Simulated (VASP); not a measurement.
Runs of VASP 6.6.1 on WSe2. The structure is that of space group Cm (No. 8), or close to it. The cells are those of the table. 

```csv
cell,gap on the mesh (eV),pressure (GPa),largest force (eV/Å)
"a = 3.271, b = 3.271, c = 13.887 Å, angles 74.6, 74.6, 60.0°, 6 atoms",0.57,32.5,39.96
"a = 3.271, b = 3.271, c = 13.229 Å, angles 88.2, 88.2, 60.0°, 6 atoms",(a),2.5,3.50
"a = 3.271, b = 3.271, c = 13.627 Å, angles 77.9, 77.9, 60.0°, 6 atoms",0.35,32.5,40.00
"a = 3.271, b = 3.271, c = 14.038 Å, angles 73.1, 73.1, 60.0°, 6 atoms",(b),16.5,18.81
```

Alike in all rows: task single point; level PBEsol; potentials or basis VASP PAW PBE potentials, release 64 (W_sv, Se); no spin polarisation; k mesh 9 × 9 × 2; cutoff (eV) 520; smearing gaussian 0.05 eV.

Fill in the values left out.

(a) 0.98; (b) 0.22.

Caveats: the PAW data sets were made with another functional, which shifts forces and pressure a little; spin-orbit coupling is left out, which moves the levels of the heavy elements; this functional lacks dispersion, which binds layers or chains, so the pressure and a relaxed spacing across them are unreliable; atoms lie so close that the PAW spheres overlap strongly, which falsifies energies and pressures (at least some runs); the stress differs along the axes, from 4 to 87 GPa (at least some runs); the stress differs along the axes, from 3 to 87 GPa (at least some runs); the stress differs along the axes, from 4 to 37 GPa (at least some runs).

A k mesh can miss the band edges, and the runs leave out spin-orbit coupling on Se, W.
